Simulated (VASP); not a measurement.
# SnMo (F-43m) in VASP: notebook

SnMo is run at these levels: PBE; tasks: single point.

Program: VASP 6.6.1. These are calculated values, not measurements. Logs are shortened: lines on timing, memory, paths and dates and some standing lists are left out, and cuts for length are marked.

**1. The cell of the first run**

It takes space group F-43m (No. 216, cubic). Conventional cell: a = 5.849 Å, b = 5.849 Å, c = 5.849 Å, α = 90.00°, β = 90.00°, γ = 90.00°. Sn (site symmetry -43m) has 4 Mo at 2.53 Å within 3.3 Å. Mo (site symmetry -43m) has 4 Sn at 2.53 Å within 3.3 Å.

**2. Single point, PBE**

INCAR reads:

```
SYSTEM = SnMo
PREC = Accurate
ENCUT = 520
EDIFF = 1E-7
ISMEAR = 0
SIGMA = 0.1
LREAL = .False.
LASPH = .True.
NELM = 60
ALGO = Normal
ISIF = 2
LWAVE = .False.
LCHARG = .False.
GGA = PE
NBANDS = 21
```

KPOINTS reads:

```
Automatic mesh
0
Gamma
  6 6 6
  0 0 0
```

POSCAR reads:

```
SnMo
1.0
    0.0000000000      2.9243135600      2.9243135600
    2.9243135600      0.0000000000      2.9243135600
    2.9243135600      2.9243135600      0.0000000000
Sn Mo
1 1
Direct
    0.7500000000      0.7500000000      0.7500000000
    0.0000000000      0.0000000000      0.0000000000
```

Potentials or basis: VASP PAW PBE potentials, release 64 (Sn_d, Mo_sv).

Started as:

```bash
cat potpaw_PBE.64/Sn_d/POTCAR potpaw_PBE.64/Mo_sv/POTCAR > POTCAR
mpirun -np 1 vasp_std > vasp.out
```

OUTCAR:

```text
SYSTEM = SnMo
   PREC = Accurate
   ENCUT = 520
   EDIFF = 1E-7
   ISMEAR = 0
   LREAL = .False.
   LASPH = .True.
   NELM = 60
   ISIF = 2
   GGA = PE

 ion  position               nearest neighbor table
   1  0.750  0.750  0.750-   2 2.53   2 2.53   2 2.53   2 2.53
   2  0.000  0.000  0.000-   1 2.53   1 2.53   1 2.53   1 2.53

  LATTYP: Found a face centered cubic cell.
 ALAT       =     5.8486271200

  Lattice vectors:

 A1 = (   0.0000000000,   2.9243135600,   2.9243135600)
 A2 = (   2.9243135600,   0.0000000000,   2.9243135600)
 A3 = (   2.9243135600,   2.9243135600,   0.0000000000)

Analysis of symmetry for initial positions (statically):
=====================================================================
 Subroutine PRICEL returns:
 Original cell was already a primitive cell.

 Routine SETGRP: Setting up the symmetry group for a
 face centered cubic supercell.

 Subroutine GETGRP returns: Found 24 space group operations
 (whereof 24 operations were pure point group operations)
 out of a pool of 48 trial point group operations.

The static configuration has the point symmetry T_d .

Analysis of symmetry for dynamics (positions and initial velocities):
=====================================================================
 Subroutine PRICEL returns:
 Original cell was already a primitive cell.

 Routine SETGRP: Setting up the symmetry group for a
 face centered cubic supercell.

 Subroutine GETGRP returns: Found 24 space group operations
 (whereof 24 operations were pure point group operations)
 out of a pool of 48 trial point group operations.

The dynamic configuration has the point symmetry T_d .

 Subroutine INISYM returns: Found 24 space group operations
 (whereof 24 operations are pure point group operations),
 and found     1 'primitive' translations

----------------------------------------------------------------------------------------

                                     Primitive cell

  volume of cell :      50.0152

  direct lattice vectors                    reciprocal lattice vectors
     0.000000000  2.924313560  2.924313560    -0.170980297  0.170980297  0.170980297
     2.924313560  0.000000000  2.924313560     0.170980297 -0.170980297  0.170980297
     2.924313560  2.924313560  0.000000000     0.170980297  0.170980297 -0.170980297

  length of vectors
     4.135603897  4.135603897  4.135603897     0.296146561  0.296146561  0.296146561

  position of ions in fractional coordinates (direct lattice)
     0.750000000  0.750000000  0.750000000
     0.000000000  0.000000000  0.000000000

  ion indices of the primitive-cell ions
   primitive index   ion index
                 1           1
                 2           2

----------------------------------------------------------------------------------------

 KPOINTS: Automatic mesh

Automatic generation of k-mesh.
 Grid dimensions read from file:
 generate k-points for:    6    6    6

 Generating k-lattice:

  Cartesian coordinates                     Fractional coordinates (reciprocal lattice)
    -0.028496716  0.028496716  0.028496716     0.166666667  0.000000000  0.000000000
     0.028496716 -0.028496716  0.028496716     0.000000000  0.166666667  0.000000000
     0.028496716  0.028496716 -0.028496716     0.000000000  0.000000000  0.166666667

  Length of vectors
     0.049357760  0.049357760  0.049357760

  Shift w.r.t. Gamma in fractional coordinates (k-lattice)
     0.000000000  0.000000000  0.000000000

 Subroutine IBZKPT returns following result:
 ===========================================

 Found     16 irreducible k-points:

 Following reciprocal coordinates:
            Coordinates               Weight
  0.000000  0.000000  0.000000      1.000000
  0.166667  0.000000  0.000000      8.000000
  0.333333  0.000000  0.000000      8.000000
  0.500000  0.000000  0.000000      4.000000
  0.166667  0.166667  0.000000      6.000000
  0.333333  0.166667  0.000000     24.000000
[... 8 lines left out ...]
 -0.333333  0.333333  0.166667     24.000000
 -0.333333  0.500000  0.166667     12.000000
   k-points           NKPTS =     16   k-points in BZ     NKDIM =     16   number of bands    NBANDS=     21
   number of dos      NEDOS =    301   number of ions     NIONS =      2
   total plane-waves  NPLWV =  32768
   dimension x,y,z NGX =    32 NGY =   32 NGZ =   32
   dimension x,y,z NGXF=    64 NGYF=   64 NGZF=   64
   ions per type =               1   1
   NGX,Y,Z   is equivalent  to a cutoff of  12.86, 12.86, 12.86 a.u.
   NGXF,Y,Z  is equivalent  to a cutoff of  25.73, 25.73, 25.73 a.u.
 SYSTEM =  SnMo
   PREC   = accura    normal or accurate (medium, high low for compatibility)
   ISTART =      0    job   : 0-new  1-cont  2-samecut
   ICHARG =      2    charge: 1-file 2-atom 10-const
   ISPIN  =      1    spin polarized calculation?
   LNONCOLLINEAR =      F non collinear calculations
   LSORBIT =      F    spin-orbit coupling
   LASPH  =      T    aspherical Exc in radial PAW
   ENCUT  =  520.0 eV  38.22 Ry    6.18 a.u.   7.69  7.69  7.69*2*pi/ulx,y,z
   NELM   =     60;   NELMIN=  2; NELMDL= -5     # of ELM steps
   EDIFF  = 0.1E-06   stopping-criterion for ELM
   LREAL  =      F    real-space projection
   EDIFFG = 0.1E-05   stopping-criterion for IOM
   NSW    =      0    number of steps for IOM
   IBRION =     -1    ionic relax: 0-MD 1-quasi-New 2-CG
   NFREE  =      0    steps in history (QN), initial steepest desc. (CG)
   ISIF   =      2    stress and relaxation
   ISYM   =      2    0-nonsym 1-usesym 2-fastsym
   POTIM  = 0.5000    time-step for ionic-motion
   TEBEG  =    0.0;   TEEND  =   0.0 temperature during run
   PSTRESS=    0.0 pullay stress
   NELECT =      28.0000    total number of electrons
   NUPDOWN=      -1.0000    fix difference up-down
   EMIN   =  10.00;   EMAX   =-10.00  energy-range for DOS
   EFERMI =   0.00;   METHOD = LEGACY
   ISMEAR =     0;   SIGMA  =   0.10  broadening in eV -4-tet -1-fermi 0-gaus
   EFERMI_NEDOS =   21; number of points for ismear=-14 and -15
   IALGO  =     38    algorithm
   IMIX   =      4    mixing-type and parameters
     AMIX     =   0.40;   BMIX     =  1.00
     AMIX_MAG =   1.60;   BMIX_MAG =  1.00
  volume/ion in A,a.u.               =      25.01       168.76
  Fermi-wavevector in a.u.,A,eV,Ry     =   1.349254  2.549720 24.769204  1.820485
  Thomas-Fermi vector in A             =   2.476856
   LORBIT       =      0    0 simple, 1 ext, 2 COOP (PROOUT), +10 PAW based schemes
   GGA     = PE    functional components
   LHFCALC =     F    Hartree Fock is set to
   AEXX    =    0.0000 exact exchange contribution
   IVDW    =     0    specifies the selected vdW correction
   LEPSILON=     F    determine dielectric tensor
   LRPA    =     F    only Hartree local field effects (RPA)
 non-spin polarized calculation
 Gauss-broadening in eV      SIGMA  =   0.10
  energy-cutoff  :      520.00
  volume of cell :       50.02
 maximum number of plane-waves:      1363
   NGX = 15   NGY = 15   NGZ = 15

 number of electron      27.9999993 magnetization

 Free energy of the ion-electron system (eV)
  ---------------------------------------------------
  ext. energy  EPLUGINS =         0.00000000
  ---------------------------------------------------
  free energy    TOTEN  =       -10.90478754 eV

  energy without entropy =      -10.88595781  energy(sigma->0) =      -10.89537267

 E-fermi :   6.9871     XC(G=0): -10.4579

 val. band max:        6.9643165180   @ k =   0.3333   0.0000   0.0000
 cond. band min:       7.0075008917   @ k =   0.1667   0.1667   0.0000
 fundamental gap:      0.0431843737
 Fermi energy:         6.9871381327

 k-point     1 :       0.0000    0.0000    0.0000
  band No.  band energies     occupation
      1     -53.5580      2.00000
      2     -27.7378      2.00000
      3     -27.7378      2.00000
      4     -27.7378      2.00000
      5     -13.5730      2.00000
      6     -13.5730      2.00000
[... 13 lines left out ...]
     20      15.6697      0.00000
     21      15.6697      0.00000

 k-point     2 :       0.1667    0.0000    0.0000
  band No.  band energies     occupation
      1     -53.5577      2.00000
      2     -27.7422      2.00000
      3     -27.7380      2.00000
      4     -27.7380      2.00000
      5     -13.5845      2.00000
      6     -13.5788      2.00000
[... 13 lines left out ...]
     20      15.6672      0.00000
     21      16.1777      0.00000

 k-point     3 :       0.3333    0.0000    0.0000
  band No.  band energies     occupation
      1     -53.5569      2.00000
      2     -27.7510      2.00000
      3     -27.7384      2.00000
      4     -27.7384      2.00000
      5     -13.6078      2.00000
      6     -13.5838      2.00000
[... 13 lines left out ...]
     20      16.7407      0.00000
     21      16.8141      0.00000

 k-point     4 :       0.5000    0.0000    0.0000
  band No.  band energies     occupation
      1     -53.5566      2.00000
      2     -27.7553      2.00000
      3     -27.7387      2.00000
      4     -27.7387      2.00000
      5     -13.6197      2.00000
      6     -13.5843      2.00000
[... 13 lines left out ...]
     20      17.0050      0.00000
     21      17.0050      0.00000

 k-point     5 :       0.1667    0.1667    0.0000
  band No.  band energies     occupation
      1     -53.5575      2.00000
      2     -27.7428      2.00000
      3     -27.7385      2.00000
      4     -27.7385      2.00000
      5     -13.5933      2.00000
      6     -13.5771      2.00000
[... 13 lines left out ...]
     20      14.7149      0.00000
     21      17.0198      0.00000
[... 190 lines left out ...]
     20      14.6174      0.00000
     21      20.5887      0.00000

 k-point    14 :       0.5000    0.3333    0.1667
  band No.  band energies     occupation
      1     -53.5565      2.00000
      2     -27.7514      2.00000
      3     -27.7432      2.00000
      4     -27.7395      2.00000
      5     -13.6141      2.00000
      6     -13.5948      2.00000
[... 13 lines left out ...]
     20      15.5543      0.00000
     21      17.2830      0.00000

 k-point    15 :      -0.3333    0.3333    0.1667
  band No.  band energies     occupation
      1     -53.5562      2.00000
      2     -27.7511      2.00000
      3     -27.7462      2.00000
      4     -27.7400      2.00000
      5     -13.6140      2.00000
      6     -13.6047      2.00000
[... 13 lines left out ...]
     20      16.7121      0.00000
     21      18.2213      0.00000

 k-point    16 :      -0.3333    0.5000    0.1667
  band No.  band energies     occupation
      1     -53.5561      2.00000
      2     -27.7533      2.00000
      3     -27.7447      2.00000
      4     -27.7407      2.00000
      5     -13.6207      2.00000
      6     -13.6001      2.00000
[... 13 lines left out ...]
     20      15.7691      0.00000
     21      18.1636      0.00000

------------------------ aborting loop because EDIFF is reached ----------------------------------------

  FORCE on cell =-STRESS in cart. coord.  units (eV):
  Direction    XX          YY          ZZ          XY          YZ          ZX
  --------------------------------------------------------------------------------------
  -------------------------------------------------------------------------------------
  Total        4.7840545      4.7840545      4.7840545     -0.0000000      0.0000000      0.0000000
  in kB      153.2515561    153.2515561    153.2515561     -0.0000000      0.0000000      0.0000000
  external PRESSURE =     153.2515561 kB  Pullay stress =       0.0000000 kB

 VOLUME and BASIS-vectors are now :
 -----------------------------------------------------------------------------
  energy-cutoff  :      520.00
  volume of cell :       50.02
      direct lattice vectors                 reciprocal lattice vectors
     0.000000000  2.924313560  2.924313560    -0.170980297  0.170980297  0.170980297
     2.924313560  0.000000000  2.924313560     0.170980297 -0.170980297  0.170980297
     2.924313560  2.924313560  0.000000000     0.170980297  0.170980297 -0.170980297

 POSITION                                       TOTAL-FORCE (eV/Angst)
 -----------------------------------------------------------------------------------
      4.38647      4.38647      4.38647         0.000000     -0.000000     -0.000000
      0.00000      0.00000      0.00000        -0.000000      0.000000      0.000000
 -----------------------------------------------------------------------------------
    total drift:                               -0.000000     -0.000000     -0.000000

  FREE ENERGIE OF THE ION-ELECTRON SYSTEM (eV)
  ---------------------------------------------------
  free  energy   TOTEN  =       -10.9047875386 eV

  energy  without entropy=      -10.8859578068  energy(sigma->0) =      -10.89537267
```

It took 36 s on 1 thread of AMD EPYC 7R13, shared host; peak memory 0.15 GiB.

Results:

| Quantity | Value |
| --- | --- |
| Free energy | -10.9048 eV |
| Pressure | 15.3 GPa |
| Band gap on the k mesh | zero (band 14 reaches 7.17 eV, above the bottom of band 15 at 6.88 eV) |

Caveat: spin-orbit coupling is left out, which moves the levels of the heavy elements.

**3. Single point, PBE**

This run uses another cell than the first one, of 29.20 Å³/atom, 1.167 times its volume.

INCAR reads:

```
SYSTEM = SnMo
PREC = Accurate
ENCUT = 520
EDIFF = 1E-6
ISMEAR = 0
SIGMA = 0.1
LREAL = .FALSE.
LASPH = .TRUE.
NELM = 100
ALGO = Normal
ISIF = 2
LWAVE = .FALSE.
LCHARG = .FALSE.
GGA = PE
NBANDS = 21
```

KPOINTS reads:

```
Automatic mesh
0
G
  6 6 6
  0 0 0
```

POSCAR reads:

```
SnMo
1.0
    0.0000000000      3.0792005127      3.0792005127
    3.0792005127      0.0000000000      3.0792005127
    3.0792005127      3.0792005127      0.0000000000
Sn Mo
1 1
Direct
    0.7500000000      0.7500000000      0.7500000000
    0.0000000000      0.0000000000      0.0000000000
```

Potentials or basis: VASP PAW PBE potentials, release 64 (Sn_d, Mo_sv).

Started as:

```bash
cat potpaw_PBE.64/Sn_d/POTCAR potpaw_PBE.64/Mo_sv/POTCAR > POTCAR
mpirun -np 1 vasp_std > vasp.out
```

It took 44 s on 1 thread of AMD EPYC 7R13, shared host; peak memory 0.15 GiB.

Results (log left out):

```yaml
Free_energy: -11.2639 eV
Pressure: 0.3 GPa
Band_gap_on_the_k_mesh: zero (band 14 reaches 5.55 eV, above the bottom of band 15 at 5.32 eV)
```

Levels at points of the mesh, in eV from the Fermi level:
```
           k point  band 11  band 12  band 13  band 14  band 15  band 16  band 17  band 18
(0.00, 0.00, 0.00)    -1.85    -1.85    -1.85    -0.03    -0.03     5.04     6.61     6.61
(0.50, 0.00, 0.00)    -2.65    -1.56    -1.56     0.15     0.15     0.48     4.06     4.06
(0.50, 0.50, 0.00)    -3.11    -0.58    -0.58    -0.44     0.23     0.79     1.50     1.50
```

Caveat: spin-orbit coupling is left out, which moves the levels of the heavy elements.
